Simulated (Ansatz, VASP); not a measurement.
**One calculation of SiO2, two programs**

```
Si O
1.0
     4.18541    0.00000    0.00000
     0.00000    4.18541    0.00000
     0.00000    0.00000    2.66874
Si O
2 4
Direct
  0.50000 0.50000 0.50000
  0.00000 0.00000 0.00000
  0.72345 0.66432 0.00000
  0.22345 0.83568 0.50000
  0.27655 0.33568 0.00000
  0.77655 0.16432 0.50000
```

Change from the starting cell: mode 4 (232.3 1/cm) frozen in, largest displacement +0.175 Å.

Alike in both runs: task single point; functional r2SCAN; k mesh 6 × 6 × 8; occupations gaussian, width 0.05 eV; no spin polarisation.

```csv
,VASP,Ansatz
version,VASP 6.6.1,Ansatz 0.2.0
potentials or method,"VASP PAW PBE potentials, release 64 (Si, O), cutoff 520 eV","scalar-relativistic, plane waves, PAW"
valence electrons in the cell,32,32
```

|  | VASP | Ansatz | Ansatz less VASP |
| --- | --- | --- | --- |
| gap on the k mesh at the Fermi level (eV) | 6.61 | 6.62 | +0.007 |
| least direct gap on the mesh (eV) | 6.61 | 6.62 | +0.007 |
| pressure (GPa) | -2.3 | -2.7 | -0.41 |
| traceless stress, the component that is largest in VASP (GPa) | -8.61 | -8.36 | +0.249 |
| rms of the force components (eV/Å) | 0.340 | 0.341 | +0.0008 |

VASP's potentials were made for PBE, not for r2SCAN. Atom by atom the forces differ by 0.010 eV/Å (rms over components).
